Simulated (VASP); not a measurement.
# Cu (Fm-3m) in VASP: further runs

Cu is run at these levels: PBEsol; tasks: single point.

All numbers are computed with VASP 6.6.1; they aren't measurements. Logs are shortened: lines on timing, memory, paths and dates and some standing lists are left out, and cuts for length are marked.

### Step 1. The cell of the first run

The structure is cubic, space group Fm-3m (No. 225). Conventional cell: a = 3.464 Å, b = 3.464 Å, c = 3.464 Å, α = 90.00°, β = 90.00°, γ = 90.00°. Within 3.2 Å of Cu (site symmetry m-3m) lie 12 Cu at 2.45 Å.

### Step 2. Single point, PBEsol

INCAR

```
SYSTEM = Cu
PREC = Accurate
ENCUT = 520
EDIFF = 1E-7
ISMEAR = -1
SIGMA = 0.1
LREAL = .False.
LASPH = .True.
NELM = 80
ALGO = Normal
ISIF = 2
LWAVE = .False.
LCHARG = .False.
GGA = PS
NBANDS = 12
```

KPOINTS

```
regular mesh
0
Gamma
  14 14 14
  0 0 0
```

POSCAR

```
Cu
1.0
    0.0000000000      1.7320982783      1.7320982783
    1.7320982783      0.0000000000      1.7320982783
    1.7320982783      1.7320982783      0.0000000000
Cu
1
Direct
    0.0000000000      0.0000000000      0.0000000000
```

Potentials or basis: VASP PAW PBE potentials, release 64 (Cu).

Command:

```console
cat potpaw_PBE.64/Cu/POTCAR > POTCAR
mpirun -np 1 vasp_std > vasp.out
```

OUTCAR:

```text
SYSTEM = Cu
   PREC = Accurate
   ENCUT = 520
   EDIFF = 1E-7
   ISMEAR = -1
   LREAL = .False.
   LASPH = .True.
   NELM = 80
   ISIF = 2
   GGA = PS

 ion  position               nearest neighbor table
   1  0.000  0.000  0.000-

  LATTYP: Found a face centered cubic cell.
 ALAT       =     3.4641965566

  Lattice vectors:

 A1 = (   0.0000000000,   1.7320982783,   1.7320982783)
 A2 = (   1.7320982783,   0.0000000000,   1.7320982783)
 A3 = (   1.7320982783,   1.7320982783,   0.0000000000)

Analysis of symmetry for initial positions (statically):
=====================================================================
 Subroutine PRICEL returns:
 Original cell was already a primitive cell.

 Routine SETGRP: Setting up the symmetry group for a
 face centered cubic supercell.

 Subroutine GETGRP returns: Found 48 space group operations
 (whereof 48 operations were pure point group operations)
 out of a pool of 48 trial point group operations.

The static configuration has the point symmetry O_h .

Analysis of symmetry for dynamics (positions and initial velocities):
=====================================================================
 Subroutine PRICEL returns:
 Original cell was already a primitive cell.

 Routine SETGRP: Setting up the symmetry group for a
 face centered cubic supercell.

 Subroutine GETGRP returns: Found 48 space group operations
 (whereof 48 operations were pure point group operations)
 out of a pool of 48 trial point group operations.

The dynamic configuration has the point symmetry O_h .

 Subroutine INISYM returns: Found 48 space group operations
 (whereof 48 operations are pure point group operations),
 and found     1 'primitive' translations

----------------------------------------------------------------------------------------

                                     Primitive cell

  volume of cell :      10.3932

  direct lattice vectors                    reciprocal lattice vectors
     0.000000000  1.732098278  1.732098278    -0.288667223  0.288667223  0.288667223
     1.732098278  0.000000000  1.732098278     0.288667223 -0.288667223  0.288667223
     1.732098278  1.732098278  0.000000000     0.288667223  0.288667223 -0.288667223

  length of vectors
     2.449556877  2.449556877  2.449556877     0.499986297  0.499986297  0.499986297

  position of ions in fractional coordinates (direct lattice)
     0.000000000  0.000000000  0.000000000

  ion indices of the primitive-cell ions
   primitive index   ion index
                 1           1

----------------------------------------------------------------------------------------

 KPOINTS: regular mesh

Automatic generation of k-mesh.
 Grid dimensions read from file:
 generate k-points for:   14   14   14

 Generating k-lattice:

  Cartesian coordinates                     Fractional coordinates (reciprocal lattice)
    -0.020619087  0.020619087  0.020619087     0.071428571  0.000000000  0.000000000
     0.020619087 -0.020619087  0.020619087     0.000000000  0.071428571  0.000000000
     0.020619087  0.020619087 -0.020619087     0.000000000  0.000000000  0.071428571

  Length of vectors
     0.035713307  0.035713307  0.035713307

  Shift w.r.t. Gamma in fractional coordinates (k-lattice)
     0.000000000  0.000000000  0.000000000

 Subroutine IBZKPT returns following result:
 ===========================================

 Found    104 irreducible k-points:

 Following reciprocal coordinates:
            Coordinates               Weight
  0.000000  0.000000  0.000000      1.000000
  0.071429  0.000000  0.000000      8.000000
  0.142857  0.000000  0.000000      8.000000
  0.214286  0.000000  0.000000      8.000000
  0.285714  0.000000  0.000000      8.000000
  0.357143  0.000000  0.000000      8.000000
[... 16 lines left out ...]
  0.214286  0.142857  0.000000     24.000000
  0.285714  0.142857  0.000000     24.000000
 [... further k-points ...]
   k-points           NKPTS =    104   k-points in BZ     NKDIM =    104   number of bands    NBANDS=     12
   number of dos      NEDOS =    301   number of ions     NIONS =      1
   total plane-waves  NPLWV =   5832
   dimension x,y,z NGX =    18 NGY =   18 NGZ =   18
   dimension x,y,z NGXF=    36 NGYF=   36 NGZF=   36
   ions per type =               1
   NGX,Y,Z   is equivalent  to a cutoff of  12.22, 12.22, 12.22 a.u.
   NGXF,Y,Z  is equivalent  to a cutoff of  24.43, 24.43, 24.43 a.u.
 SYSTEM =  Cu
   PREC   = accura    normal or accurate (medium, high low for compatibility)
   ISTART =      0    job   : 0-new  1-cont  2-samecut
   ICHARG =      2    charge: 1-file 2-atom 10-const
   ISPIN  =      1    spin polarized calculation?
   LNONCOLLINEAR =      F non collinear calculations
   LSORBIT =      F    spin-orbit coupling
   LASPH  =      T    aspherical Exc in radial PAW
   ENCUT  =  520.0 eV  38.22 Ry    6.18 a.u.   4.55  4.55  4.55*2*pi/ulx,y,z
   NELM   =     80;   NELMIN=  2; NELMDL= -5     # of ELM steps
   EDIFF  = 0.1E-06   stopping-criterion for ELM
   LREAL  =      F    real-space projection
   EDIFFG = 0.1E-05   stopping-criterion for IOM
   NSW    =      0    number of steps for IOM
   IBRION =     -1    ionic relax: 0-MD 1-quasi-New 2-CG
   NFREE  =      0    steps in history (QN), initial steepest desc. (CG)
   ISIF   =      2    stress and relaxation
   ISYM   =      2    0-nonsym 1-usesym 2-fastsym
   POTIM  = 0.5000    time-step for ionic-motion
   TEBEG  =    0.0;   TEEND  =   0.0 temperature during run
   PSTRESS=    0.0 pullay stress
   NELECT =      11.0000    total number of electrons
   NUPDOWN=      -1.0000    fix difference up-down
   EMIN   =  10.00;   EMAX   =-10.00  energy-range for DOS
   EFERMI =   0.00;   METHOD = LEGACY
   ISMEAR =    -1;   SIGMA  =   0.10  broadening in eV -4-tet -1-fermi 0-gaus
   EFERMI_NEDOS =   21; number of points for ismear=-14 and -15
   IALGO  =     38    algorithm
   IMIX   =      4    mixing-type and parameters
     AMIX     =   0.40;   BMIX     =  1.00
     AMIX_MAG =   1.60;   BMIX_MAG =  1.00
  volume/ion in A,a.u.               =      10.39        70.14
  Fermi-wavevector in a.u.,A,eV,Ry     =   1.668360  3.152744 37.870814  2.783426
  Thomas-Fermi vector in A             =   2.754221
   LORBIT       =      0    0 simple, 1 ext, 2 COOP (PROOUT), +10 PAW based schemes
   GGA     = PS    functional components
   LHFCALC =     F    Hartree Fock is set to
   AEXX    =    0.0000 exact exchange contribution
   IVDW    =     0    specifies the selected vdW correction
   LEPSILON=     F    determine dielectric tensor
   LRPA    =     F    only Hartree local field effects (RPA)
 non-spin polarized calculation
  energy-cutoff  :      520.00
  volume of cell :       10.39
 maximum number of plane-waves:       295
   NGX =  9   NGY =  9   NGZ =  9

 number of electron      10.9999991 magnetization

 Free energy of the ion-electron system (eV)
  ---------------------------------------------------
  ext. energy  EPLUGINS =         0.00000000
  ---------------------------------------------------
  free energy    TOTEN  =        -4.26108774 eV

  energy without entropy =       -4.25124978  energy(sigma->0) =       -4.25616876

 E-fermi :   9.1003     XC(G=0): -13.6720

 val. band max:        9.0321873938   @ k =   0.5000   0.2857   0.1429
 cond. band min:       9.1376903583   @ k =   0.5000   0.2143   0.0714
 fundamental gap:      0.1055029644
 Fermi energy:         9.1003282144

 k-point     1 :       0.0000    0.0000    0.0000
  band No.  band energies     occupation
      1      -1.3200      2.00000
      2       5.6400      2.00000
      3       5.6400      2.00000
      4       5.6400      2.00000
      5       6.6541      2.00000
      6       6.6541      2.00000
      7      32.6848      0.00000
      8      36.3190      0.00000
      9      36.3190      0.00000
     10      36.3190      0.00000
     11      38.9748      0.00000
     12      38.9748      0.00000

 k-point     2 :       0.0714    0.0000    0.0000
  band No.  band energies     occupation
      1      -1.1163      2.00000
      2       5.5909      2.00000
      3       5.6820      2.00000
      4       5.6820      2.00000
      5       6.6370      2.00000
      6       6.6370      2.00000
      7      31.7448      0.00000
      8      34.2875      0.00000
      9      35.7699      0.00000
     10      35.7699      0.00000
     11      39.7732      0.00000
     12      39.7732      0.00000

 k-point     3 :       0.1429    0.0000    0.0000
  band No.  band energies     occupation
      1      -0.5186      2.00000
      2       5.4667      2.00000
      3       5.7785      2.00000
      4       5.7785      2.00000
      5       6.6143      2.00000
      6       6.6143      2.00000
      7      28.3390      0.00000
      8      33.5160      0.00000
      9      34.8993      0.00000
     10      34.8993      0.00000
     11      40.6817      0.00000
     12      41.0702      0.00000
[... 286 lines left out ...]
 k-point    23 :       0.2143    0.1429    0.0000
  band No.  band energies     occupation
      1       0.4346      2.00000
      2       5.1363      2.00000
      3       5.9806      2.00000
      4       6.0467      2.00000
      5       6.3432      2.00000
      6       6.8498      2.00000
      7      27.5579      0.00000
      8      30.2521      0.00000
      9      31.1157      0.00000
     10      33.3254      0.00000
     11      37.2616      0.00000
     12      43.1395      0.00000

 k-point    24 :       0.2857    0.1429    0.0000
  band No.  band energies     occupation
      1       1.4161      2.00000
      2       5.0012      2.00000
      3       5.8188      2.00000
      4       6.0968      2.00000
      5       6.6701      2.00000
      6       6.9902      2.00000
      7      23.7633      0.00000
      8      29.4213      0.00000
      9      30.4053      0.00000
     10      32.9200      0.00000
     11      38.0444      0.00000
     12      42.4063      0.00000

 [... further k-points ...]
[... 5 lines left out ...]
  --------------------------------------------------------------------------------------
  -------------------------------------------------------------------------------------
  Total        1.1989067      1.1989067      1.1989067      0.0000000     -0.0000000      0.0000000
  in kB      184.8197450    184.8197450    184.8197450      0.0000000     -0.0000000      0.0000000
  external PRESSURE =     184.8197450 kB  Pullay stress =       0.0000000 kB

 VOLUME and BASIS-vectors are now :
 -----------------------------------------------------------------------------
  energy-cutoff  :      520.00
  volume of cell :       10.39
      direct lattice vectors                 reciprocal lattice vectors
     0.000000000  1.732098278  1.732098278    -0.288667223  0.288667223  0.288667223
     1.732098278  0.000000000  1.732098278     0.288667223 -0.288667223  0.288667223
     1.732098278  1.732098278  0.000000000     0.288667223  0.288667223 -0.288667223

 POSITION                                       TOTAL-FORCE (eV/Angst)
 -----------------------------------------------------------------------------------
      0.00000      0.00000      0.00000         0.000000      0.000000      0.000000
 -----------------------------------------------------------------------------------
    total drift:                                0.000000     -0.000000     -0.000000

  FREE ENERGIE OF THE ION-ELECTRON SYSTEM (eV)
  ---------------------------------------------------
  free  energy   TOTEN  =        -4.2610877384 eV

  energy  without entropy=       -4.2512497802  energy(sigma->0) =       -4.25616876
```

Run time: 9.4 s. Hardware: 1 thread of Intel Xeon 6975P-C (Granite Rapids), shared host; peak memory 0.12 GiB.

What came out:

```
Free energy : -4.2611 eV
Pressure    : 18.5 GPa
```

Levels at points of the mesh, in eV from the Fermi level:
```csv
k point,band 3,band 4,band 5,band 6,band 7,band 8,band 9,band 10
"(0.00, 0.00, 0.00)",-3.46,-3.46,-2.45,-2.45,23.58,27.22,27.22,27.22
"(0.50, 0.00, 0.00)",-3.50,-1.76,-1.76,-1.44,4.42,22.02,24.06,24.06
"(0.50, 0.50, 0.00)",-1.77,-1.58,-1.58,1.35,8.03,14.05,14.05,18.91
```

Caveat: the PAW data sets were made with another functional, which shifts forces and pressure a little.

### Step 3. Single point, PBEsol

This run uses another cell than the first one, of 10.87 Å³/atom, 1.045 times its volume.

INCAR

```
ALGO = Normal
EDIFF = 1E-7
ENCUT = 520
GGA = PS
ISIF = 2
ISMEAR = -1
LASPH = True
LCHARG = True
LELF = True
LREAL = False
LVHAR = True
LWAVE = False
NBANDS = 12
NELM = 60
PREC = Accurate
SIGMA = 0.1
```

KPOINTS

```
k-points
0
Gamma
  14 14 14
```

POSCAR

```
Cu
1.0
    0.0000000000      1.7579543034      1.7579543034
    1.7579543034      0.0000000000      1.7579543034
    1.7579543034      1.7579543034      0.0000000000
Cu
1
Direct
    0.0000000000      0.0000000000      0.0000000000
```

Potentials or basis: VASP PAW PBE potentials, release 64 (Cu).

Command:

```console
cat potpaw_PBE.64/Cu/POTCAR > POTCAR
mpirun -np 1 vasp_std > vasp.out
```

Wall time 7.1 s (1 thread of Intel Xeon 6975P-C (Granite Rapids), shared host); peak memory 0.12 GiB.

The run converged. Its results:

| Quantity | Value |
| --- | --- |
| Free energy | -4.3004 eV |
| Pressure | 8.3 GPa |

Levels at points of the mesh, in eV from the Fermi level:
```csv
k point,band 4,band 5,band 6,band 7,band 8,band 9
"(0.00, 0.00, 0.00)",-3.28,-2.34,-2.34,23.26,26.53,26.53
"(0.50, 0.00, 0.00)",-1.69,-1.69,-1.28,4.19,21.71,23.35
"(0.50, 0.50, 0.00)",-1.53,-1.53,1.40,7.71,13.70,13.70
```

Caveat: the PAW data sets were made with another functional, which shifts forces and pressure a little.

### Step 4. Single point, PBEsol

This run uses another cell than the first one, of 11.34 Å³/atom, 1.091 times its volume.

INCAR

```
SYSTEM = Cu
  PREC = Accurate
  ENCUT = 520
  EDIFF = 1E-6
  ISMEAR = -1
  SIGMA = 0.1
  LREAL = .FALSE.
  LASPH = .TRUE.
  NELM = 100
  ALGO = Normal
  ISIF = 2
  LWAVE = .FALSE.
  LCHARG = .FALSE.
  GGA = PS
  NBANDS = 12
```

KPOINTS

```
Automatic mesh
0
G
  14 14 14
  0 0 0
```

POSCAR

```
Cu
1.0
    0.0000000000      1.7830713297      1.7830713297
    1.7830713297      0.0000000000      1.7830713297
    1.7830713297      1.7830713297      0.0000000000
Cu
1
Direct
    0.0000000000      0.0000000000      0.0000000000
```

Command:

```console
cat potpaw_PBE.64/Cu/POTCAR > POTCAR
mpirun -np 1 vasp_std > vasp.out
```

Run time: 6.4 s. Hardware: 1 thread of Intel Xeon 6975P-C (Granite Rapids), shared host; peak memory 0.13 GiB.

The run converged. Its results:

| Property | Result |
| --- | --- |
| Free energy | -4.3132 eV |
| Pressure | 0.4 GPa |

Levels at points of the mesh, in eV from the Fermi level:
```csv
k point,band 2,band 3,band 4,band 5,band 6,band 7,band 8,band 9,band 10,band 11
"(0.00, 0.00, 0.00)",-3.13,-3.13,-3.13,-2.24,-2.24,22.94,25.87,25.87,25.87,28.39
"(0.50, 0.00, 0.00)",-3.16,-3.16,-1.64,-1.64,-1.13,3.97,21.41,22.68,22.68,25.65
"(0.50, 0.50, 0.00)",-4.62,-1.65,-1.49,-1.49,1.45,7.41,13.38,13.38,18.00,20.95
```

Caveat: the PAW data sets were made with another functional, which shifts forces and pressure a little.

### Step 5. Single point, PBEsol

This run uses another cell than the first one, of 11.81 Å³/atom, 1.136 times its volume.

INCAR

```
  PREC = Accurate
  ENCUT = 520
  EDIFF = 1E-6
  ISMEAR = -1
  SIGMA = 0.1
  LREAL = False
  LASPH = True
  NELM = 60
  ALGO = Normal
  ISIF = 2
  LWAVE = False
  LCHARG = True
  GGA = PS
  LELF = True
  LVHAR = True
  NBANDS = 12
```

KPOINTS

```
regular mesh
0
Gamma
  14 14 14
```

POSCAR

```
Cu
1.0
    0.0000000000      1.8075000000      1.8075000000
    1.8075000000      0.0000000000      1.8075000000
    1.8075000000      1.8075000000      0.0000000000
Cu
1
Direct
    0.0000000000      0.0000000000      0.0000000000
```

Command:

```console
cat potpaw_PBE.64/Cu/POTCAR > POTCAR
mpirun -np 1 vasp_std > vasp.out
```

Run time: 6.7 s. Hardware: 1 thread of Intel Xeon 6975P-C (Granite Rapids), shared host; peak memory 0.13 GiB.

It converged, with:

| Property | Result |
| --- | --- |
| Free energy | -4.3053 eV |
| Pressure | -5.7 GPa |

Levels at points of the mesh, in eV from the Fermi level:
```
           k point  band 4  band 5  band 6  band 7  band 8  band 9
(0.00, 0.00, 0.00)   -2.99   -2.15   -2.15   22.62   25.24   25.24
(0.50, 0.00, 0.00)   -1.59   -1.59   -1.00    3.78   21.12   22.06
(0.50, 0.50, 0.00)   -1.45   -1.45    1.50    7.14   13.07   13.07
```

Caveat: the PAW data sets were made with another functional, which shifts forces and pressure a little.

### Step 6. Single point, PBEsol

This run uses another cell than the first one, of 12.28 Å³/atom, 1.182 times its volume.

INCAR

```
PREC = Accurate
ENCUT = 520
EDIFF = 1E-6
ISMEAR = -1
SIGMA = 0.1
LREAL = F
LASPH = T
NELM = 80
ALGO = Normal
ISIF = 2
LWAVE = F
LCHARG = T
GGA = PS
LELF = T
LVHAR = T
NBANDS = 12
```

KPOINTS

```
Automatic mesh
0
Gamma
  14 14 14
```

POSCAR

```
Cu
1.0
    0.0000000000      1.8312856224      1.8312856224
    1.8312856224      0.0000000000      1.8312856224
    1.8312856224      1.8312856224      0.0000000000
Cu
1
Direct
    0.0000000000      0.0000000000      0.0000000000
```

Potentials or basis: VASP PAW PBE potentials, release 64 (Cu).

Command:

```console
cat potpaw_PBE.64/Cu/POTCAR > POTCAR
mpirun -np 1 vasp_std > vasp.out
```

Run time: 7.5 s. Hardware: 1 thread of Intel Xeon 6975P-C (Granite Rapids), shared host; peak memory 0.13 GiB.

Results (log left out):

```yaml
Free_energy: -4.2814 eV
Pressure: -10.5 GPa
```

Levels at points of the mesh, in eV from the Fermi level:
```
           k point  band 4  band 5  band 6  band 7  band 8  band 9
(0.00, 0.00, 0.00)   -2.86   -2.08   -2.08   22.32   24.63   24.63
(0.50, 0.00, 0.00)   -1.54   -1.54   -0.87    3.60   20.83   21.46
(0.50, 0.50, 0.00)   -1.41   -1.41    1.54    6.88   12.78   12.78
```

Caveat: the PAW data sets were made with another functional, which shifts forces and pressure a little.

### Step 7. The runs side by side

| cell | gap on the mesh (eV) | pressure (GPa) |
| --- | --- | --- |
| a = 2.450 Å, angles 60.0°, 1 atom | none | 18.5 |
| a = 2.486 Å, angles 60.0°, 1 atom | none | 8.3 |
| a = 2.522 Å, angles 60.0°, 1 atom | none | 0.4 |
| a = 2.556 Å, angles 60.0°, 1 atom | none | -5.7 |
| a = 2.590 Å, angles 60.0°, 1 atom | none | -10.5 |

Alike in all rows: task single point; level PBEsol; potentials or basis VASP PAW PBE potentials, release 64 (Cu); no spin polarisation; k mesh 14 × 14 × 14; cutoff (eV) 520; smearing fermi-dirac 0.1 eV.

Caveats: the PAW data sets were made with another functional, which shifts forces and pressure a little.

Absolute energies hang on the potentials; compare differences alone.
